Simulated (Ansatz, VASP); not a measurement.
**Two plane-wave programs on LuTa2**

```
Lu Ta
1.0
     3.70321    0.00000    0.00000
     0.00000    3.70321    0.00000
     0.00000    0.00000   10.30245
Lu Ta
2 4
Direct
  0.00000 0.50000 0.74353
  0.50000 0.00000 0.25647
  0.00000 0.00000 0.00000
  0.50000 0.50000 0.00000
  0.00000 0.50000 0.44761
  0.50000 0.00000 0.55239
```

Change from the starting cell: species swapped into the SmTe2 type (P4/nmm, No. 129).

Alike in both runs: functional PBE; k mesh 4 × 4 × 2; occupations gaussian, width 0.1 eV; no spin polarisation.

Ansatz relaxed the structure, and its values are those at the end. VASP's run is a single point on that final structure, the one shown.

```csv
,VASP,Ansatz
version,VASP 6.6.1,Ansatz 0.2.0
potentials or method,"VASP PAW PBE potentials, release 64 (Lu, Ta_pv), cutoff 520 eV","scalar-relativistic, plane waves, PAW"
valence electrons in the cell,94,102
```

VASP gave:

```
gap on the k mesh at the Fermi level (eV) : none
pressure (GPa)                            : -0.2
rms of the force components (eV/Å)        : 0.014
```

**Question.** Estimate Ansatz's values.

**Answer.** gap on the k mesh at the Fermi level (eV): none; pressure (GPa): 0.1; rms of the force components (eV/Å): 0.013.

A gap of «none» marks a metal or a gap that the smearing closes. VASP's potentials hold 94 valence electrons a cell and Ansatz's 102, so a difference there can come from the potentials and not from the codes.

The k mesh is coarse, so the values compare programs but aren't converged. Spin-orbit coupling is off throughout.
